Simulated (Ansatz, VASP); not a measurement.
# SrO: VASP beside Ansatz

File INCAR:

```
ALGO     = Normal         # electronic algorithm
EDIFF    = 1E-6           # SCF threshold, eV
EDIFFG   = -0.002         # ionic threshold
ENCUT    = 520            # plane-wave cutoff, eV
IBRION   = 2              # ionic algorithm
ISIF     = 2              # what is computed and relaxed
ISMEAR   = 0              # smearing method
LASPH    = True           # aspherical terms in the spheres
LCHARG   = False          # write CHGCAR
LREAL    = False          # projectors in reciprocal space
LWAVE    = False          # write WAVECAR
NELM     = 60             # most SCF steps
NSW      = 50             # ionic steps
PREC     = Accurate       # precision mode
SIGMA    = 0.01           # smearing width, eV
```

File KPOINTS:

```
k-points
0
Gamma
  8 8 8
```

Contents of POSCAR:

```
SrO
1.0
   -0.0126609878      2.5258670768      2.5258670768
    2.5258670768     -0.0126609878      2.5258670768
    2.5258670768      2.5258670768     -0.0126609878
Sr O
1 1
Direct
    0.5000000000      0.5000000000      0.5000000000
    0.0000000000      0.0000000000      0.0000000000
```

Input for Ansatz:

```yaml
crystal:
  lattice:
    - [-0.01266098785, 2.52586707677, 2.52586707677]
    - [2.52586707677, -0.01266098785, 2.52586707677]
    - [2.52586707677, 2.52586707677, -0.01266098785]
  atoms:
    - { symbol: Sr, position: [0.5, 0.5, 0.5] }
    - { symbol: O, position: [0.0, 0.0, 0.0] }
kpoints:
  mp_grid: { grid: [8, 8, 8] }
scf:
  occupations: { method: fixed }
  convergence: { dr2_threshold: 1.0e-10 }
hamiltonian:
  xc: lda
  pseudopotentials: { kind: all_electron, lapw: { basis_error: 0.0005 } }
output:
  forces: true
  stress: true
  eigenstates:
    kpoints:
      - [0.0, 0.0, 0.0]
      - [0.0, -0.5, -0.5]
      - [-0.5, 0.0, -0.5]
      - [-0.5, -0.5, 0.0]
      - [-0.5, 0.0, 0.0]
      - [0.0, -0.5, 0.0]
      - [0.0, 0.0, -0.5]
      - [-0.5, -0.5, -0.5]
relax:
  f_tol: 0.002
  max_steps: 30
```

Change from the starting cell: equal xy, yz and zx engineering shears of -0.5 %.

Alike in both runs: task relaxation of the atoms; functional LDA; k mesh 8 × 8 × 8; no spin polarisation.

```csv
,VASP,Ansatz
version,VASP 6.6.1,Ansatz 0.2.0
potentials or method,"VASP PAW LDA potentials, release 64 (Sr_sv, O), cutoff 520 eV","all-electron LAPW, scalar-relativistic"
occupations,"gaussian, width 0.01 eV",fixed
```

|  | VASP | Ansatz | Ansatz less VASP |
| --- | --- | --- | --- |
| gap on the k mesh at the Fermi level, each at its own relaxed structure (eV) | 3.05 | 3.11 | +0.062 |

LDA's correlation is that of Perdew and Zunger in VASP and of Perdew and Wang (1992) in Ansatz. Ansatz ran all-electron here, and VASP with PAW potentials.

Noted on VASP's run: the relaxation stopped at its first step, so nothing moved.
